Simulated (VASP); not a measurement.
A run of VASP 6.6.1 is set up as follows.

File INCAR:

```
ALGO     = Normal         # electronic algorithm
DIPOL    = 0.5 0.5 0.500
EDIFF    = 1E-6           # SCF threshold, eV
ENCUT    = 520            # plane-wave cutoff, eV
IDIPOL   = 3            
ISIF     = 2              # what is computed and relaxed
ISMEAR   = -1             # smearing method
LASPH    = T              # aspherical terms in the spheres
LCHARG   = T              # write CHGCAR
LDIPOL   = T            
LELF     = T              # ELF
LREAL    = F              # projectors in reciprocal space
LVACPOTAV= T            
LVHAR    = T            
LWAVE    = F              # write WAVECAR
NBANDS   = 32             # bands
NELM     = 80             # most SCF steps
PREC     = Accurate       # precision mode
SIGMA    = 0.08           # smearing width, eV
```

Contents of KPOINTS:

```
k-points
0
Gamma
  13 13 1
```

Contents of POSCAR:

```
HfN
1.0
    3.1594338637      0.0000000000      0.0000000000
    0.0000000000      3.1594338637      0.0000000000
    0.0000000000      0.0000000000     20.4681000000
Hf N
3 3
Direct
    0.2500000000      0.2500000000      0.3967978342
    0.7500000000      0.7500000000      0.4999999966
    0.2500000000      0.2500000000      0.6032021723
    0.7500000000      0.7500000000      0.3870498989
    0.2500000000      0.2500000000      0.5000000021
    0.7500000000      0.7500000000      0.6129500960
```

Potentials or basis: VASP PAW LDA potentials, release 64 (Hf_pv, N).

Command:

```sh
$ cat potpaw_LDA.64/Hf_pv/POTCAR potpaw_LDA.64/N/POTCAR > POTCAR
$ mpirun -np 1 vasp_std > vasp.out
```

Task: Estimate the largest force.

Result: 0.047 eV/Å.

Task: Estimate the band gap on the k mesh.

Result: Zero (an odd number of electrons rules out a gap without spin polarisation).

Forces in eV/Å, atoms in the order of the input:
```
Hf   0.000  0.000  0.024
Hf   0.000  0.000  0.000
Hf   0.000  0.000 -0.024
N    0.000  0.000  0.047
N    0.000  0.000  0.000
N    0.000  0.000 -0.047
```

Caveat: spin-orbit coupling is left out, which moves the levels of the heavy elements.
